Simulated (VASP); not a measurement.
# SnTe (P1) in VASP: notebook

The runs below take SnTe through single point, with PBEsol.

Everything below comes from runs of VASP 6.6.1. Logs are shortened: lines on timing, memory, paths and dates and some standing lists are left out, and cuts for length are marked.

## 1. The cell of the first run

The typed cell holds 2 atoms: a = 5.107 Å, b = 5.107 Å, c = 5.107 Å, α = 60.00°, β = 60.00°, γ = 60.00°.

## 2. Single point, PBEsol

File INCAR:

```
PREC = Accurate
ENCUT = 520
EDIFF = 1E-7
ISMEAR = -1
SIGMA = 0.02
LREAL = F
LASPH = T
NELM = 60
ALGO = Normal
ISIF = 2
LWAVE = F
LCHARG = F
GGA = PS
NBANDS = 17
```

File KPOINTS:

```
regular mesh
0
Gamma
  4 4 4
```

File POSCAR:

```
SnTe
1.0
    0.0000000000      3.6111500000      3.6111500000
    3.6111500000      0.0000000000      3.6111500000
    3.6111500000      3.6111500000      0.0000000000
Sn Te
1 1
Direct
    0.0195700000      0.9812100000      0.9875900000
    0.7515492009      0.7380007991      0.7645992009
```

Potentials or basis: VASP PAW PBE potentials, release 64 (Sn_d, Te).

Launch:

```console
> cat potpaw_PBE.64/Sn_d/POTCAR potpaw_PBE.64/Te/POTCAR > POTCAR
> mpirun -np 1 vasp_std > vasp.out
```

OUTCAR:

```text
PREC = Accurate
   ENCUT = 520
   EDIFF = 1E-7
   ISMEAR = -1
   LREAL = F
   LASPH = T
   NELM = 60
   ISIF = 2
   GGA = PS

 ion  position               nearest neighbor table
   1  0.020  0.981  0.988-   2 3.05   2 3.06   2 3.16   2 3.24
   2  0.752  0.738  0.765-   1 3.05   1 3.06   1 3.16   1 3.24

  LATTYP: Found a face centered cubic cell.
 ALAT       =     7.2223000000

  Lattice vectors:

 A1 = (   0.0000000000,   3.6111500000,   3.6111500000)
 A2 = (   3.6111500000,   0.0000000000,   3.6111500000)
 A3 = (   3.6111500000,   3.6111500000,   0.0000000000)

Analysis of symmetry for initial positions (statically):
=====================================================================
 Subroutine PRICEL returns:
 Original cell was already a primitive cell.

 Routine SETGRP: Setting up the symmetry group for a
 face centered cubic supercell.

 Subroutine GETGRP returns: Found  1 space group operations
 (whereof  1 operations were pure point group operations)
 out of a pool of 48 trial point group operations.

The static configuration has the point symmetry C_1 .

Analysis of symmetry for dynamics (positions and initial velocities):
=====================================================================
 Subroutine PRICEL returns:
 Original cell was already a primitive cell.

 Routine SETGRP: Setting up the symmetry group for a
 face centered cubic supercell.

 Subroutine GETGRP returns: Found  1 space group operations
 (whereof  1 operations were pure point group operations)
 out of a pool of 48 trial point group operations.

The dynamic configuration has the point symmetry C_1 .

 Subroutine INISYM returns: Found  1 space group operations
 (whereof  1 operations are pure point group operations),
 and found     1 'primitive' translations

----------------------------------------------------------------------------------------

                                     Primitive cell

  volume of cell :      94.1817

  direct lattice vectors                    reciprocal lattice vectors
     0.000000000  3.611150000  3.611150000    -0.138460047  0.138460047  0.138460047
     3.611150000  0.000000000  3.611150000     0.138460047 -0.138460047  0.138460047
     3.611150000  3.611150000  0.000000000     0.138460047  0.138460047 -0.138460047

  length of vectors
     5.106937306  5.106937306  5.106937306     0.239819837  0.239819837  0.239819837

  position of ions in fractional coordinates (direct lattice)
     0.019570000  0.981210000  0.987590000
     0.751549201  0.738000799  0.764599201

  ion indices of the primitive-cell ions
   primitive index   ion index
                 1           1
                 2           2

----------------------------------------------------------------------------------------

 KPOINTS: regular mesh

Automatic generation of k-mesh.
 Grid dimensions read from file:
 generate k-points for:    4    4    4

 Generating k-lattice:

  Cartesian coordinates                     Fractional coordinates (reciprocal lattice)
    -0.034615012  0.034615012  0.034615012     0.250000000  0.000000000  0.000000000
     0.034615012 -0.034615012  0.034615012     0.000000000  0.250000000  0.000000000
     0.034615012  0.034615012 -0.034615012     0.000000000  0.000000000  0.250000000

  Length of vectors
     0.059954959  0.059954959  0.059954959

  Shift w.r.t. Gamma in fractional coordinates (k-lattice)
     0.000000000  0.000000000  0.000000000

 Subroutine IBZKPT returns following result:
 ===========================================

 Found     36 irreducible k-points:

 Following reciprocal coordinates:
            Coordinates               Weight
  0.000000  0.000000  0.000000      1.000000
  0.250000  0.000000  0.000000      2.000000
  0.000000  0.250000  0.000000      2.000000
  0.000000  0.000000  0.250000      2.000000
  0.250000  0.250000  0.250000      2.000000
  0.500000  0.000000  0.000000      1.000000
[... 16 lines left out ...]
  0.250000  0.500000  0.500000      2.000000
  0.500000  0.000000  0.250000      2.000000
 [... further k-points ...]
   k-points           NKPTS =     36   k-points in BZ     NKDIM =     36   number of bands    NBANDS=     17
   number of dos      NEDOS =    301   number of ions     NIONS =      2
   total plane-waves  NPLWV =  64000
   dimension x,y,z NGX =    40 NGY =   40 NGZ =   40
   dimension x,y,z NGXF=    80 NGYF=   80 NGZF=   80
   ions per type =               1   1
   NGX,Y,Z   is equivalent  to a cutoff of  13.02, 13.02, 13.02 a.u.
   NGXF,Y,Z  is equivalent  to a cutoff of  26.04, 26.04, 26.04 a.u.
 SYSTEM =  unknown system
   PREC   = accura    normal or accurate (medium, high low for compatibility)
   ISTART =      0    job   : 0-new  1-cont  2-samecut
   ICHARG =      2    charge: 1-file 2-atom 10-const
   ISPIN  =      1    spin polarized calculation?
   LNONCOLLINEAR =      F non collinear calculations
   LSORBIT =      F    spin-orbit coupling
   LASPH  =      T    aspherical Exc in radial PAW
   ENCUT  =  520.0 eV  38.22 Ry    6.18 a.u.   9.50  9.50  9.50*2*pi/ulx,y,z
   NELM   =     60;   NELMIN=  2; NELMDL= -5     # of ELM steps
   EDIFF  = 0.1E-06   stopping-criterion for ELM
   LREAL  =      F    real-space projection
   EDIFFG = 0.1E-05   stopping-criterion for IOM
   NSW    =      0    number of steps for IOM
   IBRION =     -1    ionic relax: 0-MD 1-quasi-New 2-CG
   NFREE  =      0    steps in history (QN), initial steepest desc. (CG)
   ISIF   =      2    stress and relaxation
   ISYM   =      2    0-nonsym 1-usesym 2-fastsym
   POTIM  = 0.5000    time-step for ionic-motion
   TEBEG  =    0.0;   TEEND  =   0.0 temperature during run
   PSTRESS=    0.0 pullay stress
   NELECT =      20.0000    total number of electrons
   NUPDOWN=      -1.0000    fix difference up-down
   EMIN   =  10.00;   EMAX   =-10.00  energy-range for DOS
   EFERMI =   0.00;   METHOD = LEGACY
   ISMEAR =    -1;   SIGMA  =   0.02  broadening in eV -4-tet -1-fermi 0-gaus
   EFERMI_NEDOS =   21; number of points for ismear=-14 and -15
   IALGO  =     38    algorithm
   IMIX   =      4    mixing-type and parameters
     AMIX     =   0.40;   BMIX     =  1.00
     AMIX_MAG =   1.60;   BMIX_MAG =  1.00
  volume/ion in A,a.u.               =      47.09       317.78
  Fermi-wavevector in a.u.,A,eV,Ry     =   0.976703  1.845702 12.979268  0.953949
  Thomas-Fermi vector in A             =   2.107343
   LORBIT       =      0    0 simple, 1 ext, 2 COOP (PROOUT), +10 PAW based schemes
   GGA     = PS    functional components
   LHFCALC =     F    Hartree Fock is set to
   AEXX    =    0.0000 exact exchange contribution
   IVDW    =     0    specifies the selected vdW correction
   LEPSILON=     F    determine dielectric tensor
   LRPA    =     F    only Hartree local field effects (RPA)
 non-spin polarized calculation
  energy-cutoff  :      520.00
  volume of cell :       94.18
 maximum number of plane-waves:      2637
 NGX is ok and might be reduce to    40
   NGX = 19   NGY = 19   NGZ = 19

 number of electron      20.0000000 magnetization

 Free energy of the ion-electron system (eV)
  ---------------------------------------------------
  ext. energy  EPLUGINS =         0.00000000
  ---------------------------------------------------
  free energy    TOTEN  =        -7.59342837 eV

  energy without entropy =       -7.59098265  energy(sigma->0) =       -7.59220551

 E-fermi :   3.0751     XC(G=0):  -7.6427

 val. band max:        3.0413030343   @ k =  -0.2500   0.5000   0.2500
 cond. band min:       3.0788479250   @ k =   0.5000   0.0000   0.5000
 fundamental gap:      0.0375448907
 Fermi energy:         3.0751352355

 k-point     1 :       0.0000    0.0000    0.0000
  band No.  band energies     occupation
      1     -18.6814      2.00000
      2     -18.6790      2.00000
      3     -18.6731      2.00000
      4     -18.6640      2.00000
      5     -18.6628      2.00000
      6      -8.5454      2.00000
[... 9 lines left out ...]
     16       9.4648      0.00000
     17      10.3438      0.00000

 k-point     2 :       0.2500    0.0000    0.0000
  band No.  band energies     occupation
      1     -18.6808      2.00000
      2     -18.6789      2.00000
      3     -18.6734      2.00000
      4     -18.6640      2.00000
      5     -18.6620      2.00000
      6      -8.2914      2.00000
[... 9 lines left out ...]
     16       8.8523      0.00000
     17      10.1245      0.00000

 k-point     3 :       0.0000    0.2500    0.0000
  band No.  band energies     occupation
      1     -18.6808      2.00000
      2     -18.6790      2.00000
      3     -18.6727      2.00000
      4     -18.6635      2.00000
      5     -18.6631      2.00000
      6      -8.3122      2.00000
[... 9 lines left out ...]
     16       8.9618      0.00000
     17      10.0596      0.00000

 k-point     4 :       0.0000    0.0000    0.2500
  band No.  band energies     occupation
      1     -18.6820      2.00000
      2     -18.6780      2.00000
      3     -18.6721      2.00000
      4     -18.6642      2.00000
      5     -18.6630      2.00000
      6      -8.3282      2.00000
[... 9 lines left out ...]
     16       8.9868      0.00000
     17       9.9995      0.00000

 k-point     5 :       0.2500    0.2500    0.2500
  band No.  band energies     occupation
      1     -18.6808      2.00000
      2     -18.6789      2.00000
      3     -18.6733      2.00000
      4     -18.6641      2.00000
      5     -18.6620      2.00000
      6      -8.2933      2.00000
[... 9 lines left out ...]
     16       8.8626      0.00000
     17      10.1187      0.00000

 k-point     6 :       0.5000    0.0000    0.0000
  band No.  band energies     occupation
      1     -18.6804      2.00000
      2     -18.6787      2.00000
      3     -18.6738      2.00000
      4     -18.6640      2.00000
      5     -18.6611      2.00000
      6      -7.9694      2.00000
[... 9 lines left out ...]
     16       9.5977      0.00000
     17       9.9788      0.00000
[... 281 lines left out ...]
 k-point    21 :       0.0000    0.2500    0.5000
  band No.  band energies     occupation
      1     -18.6822      2.00000
      2     -18.6778      2.00000
      3     -18.6708      2.00000
      4     -18.6638      2.00000
      5     -18.6637      2.00000
      6      -7.9434      2.00000
[... 9 lines left out ...]
     16      10.1259      0.00000
     17      11.0167      0.00000

 k-point    22 :      -0.2500    0.2500   -0.2500
  band No.  band energies     occupation
      1     -18.6813      2.00000
      2     -18.6780      2.00000
      3     -18.6727      2.00000
      4     -18.6639      2.00000
      5     -18.6621      2.00000
      6      -7.9167      2.00000
[... 9 lines left out ...]
     16      10.2665      0.00000
     17      10.9898      0.00000

 k-point    23 :       0.2500    0.5000    0.5000
  band No.  band energies     occupation
      1     -18.6813      2.00000
      2     -18.6783      2.00000
      3     -18.6720      2.00000
      4     -18.6638      2.00000
      5     -18.6624      2.00000
      6      -7.8931      2.00000
[... 9 lines left out ...]
     16      10.2567      0.00000
     17      11.0055      0.00000

 k-point    24 :       0.5000    0.0000    0.2500
  band No.  band energies     occupation
      1     -18.6810      2.00000
      2     -18.6782      2.00000
      3     -18.6733      2.00000
      4     -18.6642      2.00000
      5     -18.6611      2.00000
      6      -7.8855      2.00000
[... 9 lines left out ...]
     16       9.9752      0.00000
     17      10.9902      0.00000

 [... further k-points ...]
[... 5 lines left out ...]
  --------------------------------------------------------------------------------------
  -------------------------------------------------------------------------------------
  Total       -0.8840464     -0.9027934     -0.8999241     -0.1054448      0.3390282      0.0821198
  in kB      -15.0390031    -15.3579184    -15.3091081     -1.7937806      5.7673968      1.3969852
  external PRESSURE =     -15.2353432 kB  Pullay stress =       0.0000000 kB

 VOLUME and BASIS-vectors are now :
 -----------------------------------------------------------------------------
  energy-cutoff  :      520.00
  volume of cell :       94.18
      direct lattice vectors                 reciprocal lattice vectors
     0.000000000  3.611150000  3.611150000    -0.138460047  0.138460047  0.138460047
     3.611150000  0.000000000  3.611150000     0.138460047 -0.138460047  0.138460047
     3.611150000  3.611150000  0.000000000     0.138460047  0.138460047 -0.138460047

 POSITION                                       TOTAL-FORCE (eV/Angst)
 -----------------------------------------------------------------------------------
      7.10963      3.63701      3.61397         0.285140      0.060978     -0.084219
      5.42611      5.47504      5.37899        -0.285140     -0.060978      0.084219
 -----------------------------------------------------------------------------------
    total drift:                                0.000189      0.000056     -0.000020

  FREE ENERGIE OF THE ION-ELECTRON SYSTEM (eV)
  ---------------------------------------------------
  free  energy   TOTEN  =        -7.5934283741 eV

  energy  without entropy=       -7.5909826513  energy(sigma->0) =       -7.59220551
```

Run time: 2.1 min. Hardware: 1 thread of Intel Xeon 8259CL, shared host; peak memory 0.27 GiB.

What came out:

* Free energy: -7.5934 eV
* Pressure: -1.5 GPa
* Largest force: 0.304 eV/Å
* Band gap on the k mesh: 0.04 eV (least direct gap 0.76 eV)

Forces in eV/Å, atoms in the order of the input:
```
Sn   0.285  0.061 -0.084
Te  -0.285 -0.061  0.084
```

Caveat: the PAW data sets were made with another functional, which shifts forces and pressure a little; spin-orbit coupling is left out, which moves the levels of the heavy elements.

## 3. Single point, PBEsol

File INCAR:

```
SYSTEM = SnTe
  PREC = Accurate
  ENCUT = 520
  EDIFF = 1E-7
  ISMEAR = -1
  SIGMA = 0.02
  LREAL = .False.
  LASPH = .True.
  NELM = 100
  ALGO = Normal
  ISIF = 2
  LWAVE = .False.
  LCHARG = .False.
  GGA = PS
  NBANDS = 17
```

File KPOINTS:

```
Automatic mesh
0
Gamma
  4 4 4
  0 0 0
```

Changes to POSCAR since step 2:

```diff
@@ -9,2 +9,2 @@
     0.0195700000      0.9812100000      0.9875900000
-    0.7515492009      0.7380007991      0.7645992009
+    0.7460107991      0.7435392009      0.7590607991
```

Potentials or basis: VASP PAW PBE potentials, release 64 (Sn_d, Te).

Launch:

```console
> cat potpaw_PBE.64/Sn_d/POTCAR potpaw_PBE.64/Te/POTCAR > POTCAR
> mpirun -np 1 vasp_std > vasp.out
```

OUTCAR:

```text
SYSTEM = SnTe
   PREC = Accurate
   ENCUT = 520
   EDIFF = 1E-7
   ISMEAR = -1
   LREAL = .False.
   LASPH = .True.
   NELM = 100
   ISIF = 2
   GGA = PS

 ion  position               nearest neighbor table
   1  0.020  0.981  0.988-   2 3.03   2 3.09   2 3.18   2 3.22
   2  0.746  0.744  0.759-   1 3.03   1 3.09   1 3.18   1 3.22

  LATTYP: Found a face centered cubic cell.
 ALAT       =     7.2223000000

  Lattice vectors:

 A1 = (   0.0000000000,   3.6111500000,   3.6111500000)
[... 191 lines left out ...]
      6      -8.5459      2.00000
[... 457 lines left out ...]
      4     -18.6639      2.00000
      5     -18.6610      2.00000
      6      -7.8789      2.00000
[... 9 lines left out ...]
     16      10.0089      0.00000
     17      10.9958      0.00000

 [... further k-points ...]
[... 5 lines left out ...]
  --------------------------------------------------------------------------------------
  -------------------------------------------------------------------------------------
  Total       -0.8858363     -0.9076207     -0.8995420     -0.1106409      0.3411983     -0.0246486
  in kB      -15.0694518    -15.4400384    -15.3026076     -1.8821736      5.8043139     -0.4193102
  external PRESSURE =     -15.2706993 kB  Pullay stress =       0.0000000 kB

 VOLUME and BASIS-vectors are now :
 -----------------------------------------------------------------------------
  energy-cutoff  :      520.00
  volume of cell :       94.18
      direct lattice vectors                 reciprocal lattice vectors
     0.000000000  3.611150000  3.611150000    -0.138460047  0.138460047  0.138460047
     3.611150000  0.000000000  3.611150000     0.138460047 -0.138460047  0.138460047
     3.611150000  3.611150000  0.000000000     0.138460047  0.138460047 -0.138460047

 POSITION                                       TOTAL-FORCE (eV/Angst)
 -----------------------------------------------------------------------------------
      7.10963      3.63701      3.61397         0.291736     -0.038401     -0.103096
      5.42611      5.43504      5.37899        -0.291736      0.038401      0.103096
 -----------------------------------------------------------------------------------
    total drift:                                0.000216      0.000090     -0.000006

  FREE ENERGIE OF THE ION-ELECTRON SYSTEM (eV)
  ---------------------------------------------------
  free  energy   TOTEN  =        -7.5938863807 eV

  energy  without entropy=       -7.5914259495  energy(sigma->0) =       -7.59265617
```

stdout:

```text
POSCAR found type information on POSCAR SnTe
 POSCAR found :  2 types and       2 ions
 scaLAPACK will be used
 -----------------------------------------------------------------------------
|                                                                             |
|                                                                             |
|     You enforced a specific xc type in the INCAR file but a different       |
|     I HOPE YOU KNOW WHAT YOU ARE DOING!                                     |
|                                                                             |
 -----------------------------------------------------------------------------

 LDA part: xc-table for (Slater+PW92), standard interpolation
 POSCAR, INCAR and KPOINTS ok, starting setup
 FFT: planning ... GRIDC
 FFT: planning ... GRID_SOFT
 FFT: planning ... GRID
 WAVECAR not read
 entering main loop
```

Wall time 89 s (1 thread of Intel Xeon 8259CL, shared host); peak memory 0.27 GiB.

What came out:

* Free energy: -7.5939 eV
* Pressure: -1.5 GPa
* Largest force: 0.312 eV/Å

Forces on the atoms (eV/Å):
```
Sn   0.292 -0.038 -0.103
Te  -0.292  0.038  0.103
```

Stress tensor (GPa, compression positive):
```
-1.51 -0.19 -0.04
-0.19 -1.54  0.58
-0.04  0.58 -1.53
```

Levels at points of the mesh, in eV from the Fermi level:
```csv
k point,band 6,band 7,band 8,band 9,band 10,band 11,band 12,band 13,band 14,band 15
"(0.00, 0.00, 0.00)",-11.62,-5.26,-2.26,-1.96,-1.75,0.76,0.92,1.19,3.91,6.37
"(0.50, 0.00, 0.00)",-11.03,-7.29,-2.60,-2.35,-1.94,1.58,2.02,3.46,5.53,5.96
"(0.00, 0.50, 0.00)",-11.11,-6.95,-2.74,-2.35,-2.20,1.41,2.04,3.24,5.45,6.37
"(0.00, 0.00, 0.50)",-11.13,-6.87,-2.72,-2.41,-2.27,1.45,1.95,3.19,5.44,6.47
"(0.50, 0.50, 0.50)",-11.06,-7.17,-2.68,-2.30,-2.04,1.45,2.09,3.36,5.50,6.12
"(0.50, 0.50, 0.00)",-10.87,-7.44,-3.21,-3.12,-0.76,0.01,3.77,3.89,5.27,6.26
"(0.00, 0.50, 0.50)",-10.87,-7.41,-3.32,-3.05,-0.83,0.09,3.65,4.02,5.21,6.34
"(0.50, 0.00, 0.50)",-10.86,-7.45,-3.17,-3.16,-0.76,0.00,3.81,3.85,5.28,6.25
```

Caveat: the k points lie up to 0.38 Å⁻¹ apart; the PAW data sets were made with another functional, which shifts forces and pressure a little; spin-orbit coupling is left out, which moves the levels of the heavy elements.

(Part 1 of 2 ends here.)
